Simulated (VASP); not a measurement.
A run of VASP 6.6.1 is set up as follows.

File INCAR:

```
  PREC = Accurate
  ENCUT = 520
  EDIFF = 1E-6
  ISMEAR = 0
  SIGMA = 0.1
  LREAL = F
  LASPH = T
  NELM = 100
  ALGO = Normal
  ISIF = 2
  LWAVE = F
  LCHARG = F
  GGA = PE
  NBANDS = 26
```

The input KPOINTS:

```
Automatic mesh
0
Gamma
  6 6 6
```

POSCAR

```
Ti2H7
1.0
    0.0000000000      2.9202903335      2.9202903335
    2.9202903335      0.0000000000      2.9202903335
    2.9202903335      2.9202903335      0.0000000000
Ti H
2 7
Direct
    0.2500000000      0.2500000000      0.2500000000
    0.7500000000      0.7500000000      0.7500000000
    0.2411288476      0.7588711524      0.7588711524
    0.7588711524      0.2411288476      0.2411288476
    0.7588711524      0.2411288476      0.7588711524
    0.2411288476      0.7588711524      0.2411288476
    0.7588711524      0.7588711524      0.2411288476
    0.2411288476      0.2411288476      0.7588711524
    0.5000000000      0.5000000000      0.5000000000
```

Potentials or basis: VASP PAW PBE potentials, release 64 (Ti_sv, H).

The run is started by

```bash
$ cat potpaw_PBE.64/Ti_sv/POTCAR potpaw_PBE.64/H/POTCAR > POTCAR
$ mpirun -np 1 vasp_std > vasp.out
```

Problem. What does it give for the pressure?

Solution. -0.2 GPa.
